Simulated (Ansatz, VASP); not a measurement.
## Two plane-wave programs on Hf

```
CELL_PARAMETERS angstrom
0.00000 3.04385 3.04385
3.04385 0.00000 3.04385
3.04385 3.04385 0.00000
ATOMIC_POSITIONS crystal
Hf 0.71750 0.92750 0.92750
Hf 0.28250 0.07250 0.07250
```

Alike in both runs: task single point; functional PBEsol; k mesh 9 × 9 × 9; occupations fermi-dirac, width 0.05 eV; no spin polarisation.

|  | VASP | Ansatz |
| --- | --- | --- |
| version | VASP 6.6.1 | Ansatz 0.2.0 |
| potentials or method | VASP PAW PBE potentials, release 64 (Hf_pv) | PAW with other files of Ansatz's library (level accurate), scalar-relativistic |
| plane-wave cutoff (eV) | 520 | 620 |
| valence electrons in the cell | 20 | 52 |

Ansatz gave:

- pressure (GPa): 142.7
- traceless stress, the component that is largest in VASP (GPa): -154.33
- rms of the force components (eV/Å): 61.162

Task: Which values does VASP return?

Result: Pressure (GPa): 153.0; traceless stress, the component that is largest in VASP (GPa): -166.21; rms of the force components (eV/Å): 65.814.

VASP's potentials were made for PBE, not for PBEsol. Atom by atom the forces differ by 4.652 eV/Å (rms over components). Both programs put the cell under a high pressure, so it lies far from rest at this level. VASP's potentials hold 20 valence electrons a cell and Ansatz's 52, so a difference there can come from the potentials and not from the codes.

Spin-orbit coupling is off throughout. Noted on VASP's run: the cell as given lies far from equilibrium.
